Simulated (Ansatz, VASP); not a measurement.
Given: the input of a run of VASP 6.6.1 on Bi2Te3.

INCAR

```
SYSTEM = Bi2Te3
PREC     = Accurate       ! precision mode
ENCUT    = 520            ! plane-wave cutoff, eV
EDIFF    = 1E-6           ! SCF threshold, eV
ISMEAR   = -1             ! smearing method
SIGMA    = 0.05           ! smearing width, eV
LREAL    = .False.        ! projectors in reciprocal space
LASPH    = .True.         ! aspherical terms in the spheres
NELM     = 80             ! most SCF steps
ALGO     = Normal         ! electronic algorithm
ISIF     = 2              ! what is computed and relaxed
LWAVE    = .False.        ! write WAVECAR
LCHARG   = .True.         ! write CHGCAR
LELF     = .True.         ! ELF
LVHAR    = .True.       
NBANDS   = 32             ! bands
```

File KPOINTS:

```
regular mesh
0
Gamma
  7 7 7
  0 0 0
```

The input POSCAR:

```
Bi2Te3
1.0
    2.2218585726      1.2827906449     10.2994407795
   -2.2218585726      1.2827906449     10.2994407795
    0.0000000000     -2.5655812900     10.2994407795
Bi Te
2 3
Direct
    0.6000000000      0.6000000000      0.6000000000
    0.4000000000      0.4000000000      0.4000000000
    0.7905000000      0.7905000000      0.7905000000
    0.2095000000      0.2095000000      0.2095000000
    0.0000000000      0.0000000000      0.0000000000
```

Potentials or basis: VASP PAW LDA potentials, release 64 (Bi_d, Te).

Run with:

```sh
$ cat potpaw_LDA.64/Bi_d/POTCAR potpaw_LDA.64/Te/POTCAR > POTCAR
$ mpirun -np 1 vasp_std > vasp.out
```

Problem. Translate it to Ansatz 0.2.0. Potentials there: all-electron LAPW, scalar-relativistic.

Solution. As run (the cutoff follows the program's own potentials):

Contents of input.yaml:

```yaml
crystal:
  lattice:
    - [2.2218585726, 1.2827906449, 10.2994407795]
    - [-2.2218585726, 1.2827906449, 10.2994407795]
    - [0.0, -2.56558129, 10.2994407795]
  atoms:
    - { symbol: Bi, position: [0.6, 0.6, 0.6] }
    - { symbol: Bi, position: [0.4, 0.4, 0.4] }
    - { symbol: Te, position: [0.7905, 0.7905, 0.7905] }
    - { symbol: Te, position: [0.2095, 0.2095, 0.2095] }
    - { symbol: Te, position: [0.0, 0.0, 0.0] }
kpoints:
  mp_grid: { grid: [7, 7, 7] }
scf:
  occupations: { method: fermi_dirac, width: 0.05 }
hamiltonian:
  xc: lda
  pseudopotentials: { kind: all_electron, lapw: { basis_error: 0.002 } }
output:
  forces: true
  stress: true
  eigenvalues: true
```

Potentials or basis: all-electron LAPW, scalar-relativistic.

Launch:

```bash
$ ansatz run input.yaml --threads 4 --pin off --max-ram 12288MiB --backend cpu --events-out ev --progress --plain --runs-dir out
```

Both were run:

|  | VASP | Ansatz | Ansatz less VASP |
| --- | --- | --- | --- |
| gap on the k mesh at the Fermi level (eV) | 0.22 | 0.23 | +0.011 |
| least direct gap on the mesh (eV) | 0.22 | 0.23 | +0.011 |
| pressure (GPa) | -3.4 | -3.5 | -0.06 |
| traceless stress, the component that is largest in VASP (GPa) | -0.38 | -0.38 | -0.007 |
| rms of the force components (eV/Å) | 0.149 | 0.159 | +0.0107 |

LDA's correlation is that of Perdew and Zunger in VASP and of Perdew and Wang (1992) in Ansatz. Atom by atom the forces differ by 0.011 eV/Å (rms over components). Ansatz ran all-electron here, and VASP with PAW potentials.

Spin-orbit coupling is off throughout.
